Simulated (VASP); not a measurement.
Wanted: the native input for a VASP 6.6.1 run.

```
Task                   : single point
Functional             : r2SCAN
Potentials or basis    : VASP PAW PBE potentials, release 64 (Te, Pt)
Cutoff                 : 520 eV
k mesh                 : 12 × 12 × 8
Occupations            : gaussian, width 0.1 eV
Spin                   : no spin polarisation
Dipole correction      : no
Further INCAR settings : ALGO = Normal; EDIFF = 1e-07; NBANDS = 24
```

Crystal: TePt.

```
CELL_PARAMETERS angstrom
4.38408 0.00000 0.00000
-2.19204 3.79673 0.00000
0.00000 0.00000 5.78547
ATOMIC_POSITIONS crystal
Te 0.33333 0.66667 0.25000
Te 0.66667 0.33333 0.75000
Pt 0.00000 0.00000 0.00000
Pt 0.00000 0.00000 0.50000
```

The input as run:

POSCAR

```
TePt
1.0
    4.3840821238      0.0000000000      0.0000000000
   -2.1920410619      3.7967264915      0.0000000000
    0.0000000000      0.0000000000      5.7854685717
Te Pt
2 2
Direct
    0.3333333333      0.6666666667      0.2500000000
    0.6666666667      0.3333333333      0.7500000000
    0.0000000000      0.0000000000      0.0000000000
    0.0000000000      0.0000000000      0.5000000000
```

INCAR.step1

```
SYSTEM = TePt
PREC = Accurate
ENCUT = 520
ISMEAR = 0
SIGMA = 0.1
LREAL = .FALSE.
LASPH = .TRUE.
NELM = 60
NBANDS = 24
GGA = PE
ALGO = Normal
EDIFF = 1E-4
LWAVE = .TRUE.
LCHARG = .FALSE.
```

INCAR.step2

```
SYSTEM = TePt
PREC = Accurate
ENCUT = 520
EDIFF = 1E-7
ISMEAR = 0
SIGMA = 0.1
LREAL = .FALSE.
LASPH = .TRUE.
NELM = 60
ALGO = Normal
ISIF = 2
LWAVE = .FALSE.
LCHARG = .TRUE.
METAGGA = R2SCAN
LMIXTAU = .TRUE.
LELF = .TRUE.
LVHAR = .TRUE.
NBANDS = 24
ISTART = 1
```

KPOINTS

```
Automatic mesh
0
G
  12 12 8
  0 0 0
```

Potentials or basis: VASP PAW PBE potentials, release 64 (Te, Pt).

Run with:

```console
$ cat potpaw_PBE.64/Te/POTCAR potpaw_PBE.64/Pt/POTCAR > POTCAR
$ cp INCAR.step1 INCAR
$ mpirun -np 1 vasp_std > vasp.out
$ cp INCAR.step2 INCAR
$ mpirun -np 1 vasp_std > vasp.out
```

Results of the run:

| Property | Result |
| --- | --- |
| Pressure | -9.7 GPa |
| Band gap on the k mesh | zero (bands 16 and 17 overlap by 1.21 eV) |

Caveat: the cell stands under tension; the PAW data sets were made with another functional, which shifts forces and pressure a little; spin-orbit coupling is left out, which moves the levels of the heavy elements.

It took 25 min on 1 thread of AMD EPYC 7R13 (shared host), peak memory 0.36 GiB.
